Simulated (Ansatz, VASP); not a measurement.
One calculation of NaPbI3, two programs

INCAR

```
SYSTEM = NaPbI3
ALGO = Normal ; EDIFF = 1E-6
ENCUT = 520 ; GGA = PE
ISIF = 2 ; ISMEAR = -1
LASPH = .TRUE. ; LCHARG = .FALSE.
LREAL = .FALSE. ; LWAVE = .FALSE.
NBANDS = 29 ; NELM = 60
PREC = Accurate ; SIGMA = 0.02
```

Contents of KPOINTS:

```
k-points
0
G
  4 4 4
  0 0 0
```

Contents of POSCAR:

```
NaPbI3
1.0
    6.3170549596      0.0000000000      0.0000000000
    0.0000000000      6.3170549596      0.0000000000
    0.0000000000      0.0000000000      6.1275433108
Na Pb I
1 1 3
Direct
    0.0000000000      0.0000000000      0.0000000000
    0.5000000000      0.5000000000      0.5000000000
    0.5000000000      0.5000000000      0.0000000000
    0.5000000000      0.0000000000      0.5000000000
    0.0000000000      0.5000000000      0.5000000000
```

Input for Ansatz:

```yaml
crystal:
  lattice:
    - [6.3170549596, 0.0, 0.0]
    - [0.0, 6.3170549596, 0.0]
    - [0.0, 0.0, 6.1275433108]
  atoms:
    - { symbol: Na, position: [0.0, 0.0, 0.0] }
    - { symbol: Pb, position: [0.5, 0.5, 0.5] }
    - { symbol: I, position: [0.5, 0.5, 0.0] }
    - { symbol: I, position: [0.5, 0.0, 0.5] }
    - { symbol: I, position: [0.0, 0.5, 0.5] }
kpoints:
  mp_grid: { grid: [4, 4, 4] }
  band_path:
    path: [[0.0, 0.0, 0.0], [0.0, 0.5, 0.0], [0.5, 0.5, 0.0], [0.5, 0.5, 0.5]]
    npoints: 1
hamiltonian:
  xc: pbe
scf:
  occupations: { method: fermi_dirac, width: 0.02 }
  n_extra_bands: 5
output:
  forces: true
  stress: true
  eigenvalues: true
```

Change from the starting cell: uniaxial_z strain -3.0%.

Alike in both runs: task single point; functional PBE; k mesh 4 × 4 × 4; occupations fermi-dirac, width 0.02 eV; no spin polarisation.

|  | VASP | Ansatz |
| --- | --- | --- |
| version | VASP 6.6.1 | Ansatz 0.2.0 |
| potentials or method | VASP PAW PBE potentials, release 64 (Na_pv, Pb_d, I) | plane waves, PAW |
| plane-wave cutoff (eV) | 520 | 420 |
| valence electrons in the cell | 42 | 74 |

VASP gave:

```
gap on the k mesh at the Fermi level (eV)                     : 1.19
pressure (GPa)                                                : 0.8
traceless stress, the component that is largest in VASP (GPa) : 0.85
```

Question: What did Ansatz give for the same quantities?

Answer: gap on the k mesh at the Fermi level (eV): 1.19; pressure (GPa): 0.9; traceless stress, the component that is largest in VASP (GPa): 0.85.

With one functional, cell and mesh, what is left measures potentials, basis and numerics. VASP's potentials hold 42 valence electrons a cell and Ansatz's 74, so a difference there can come from the potentials and not from the codes.

Neither program's run includes spin-orbit coupling.
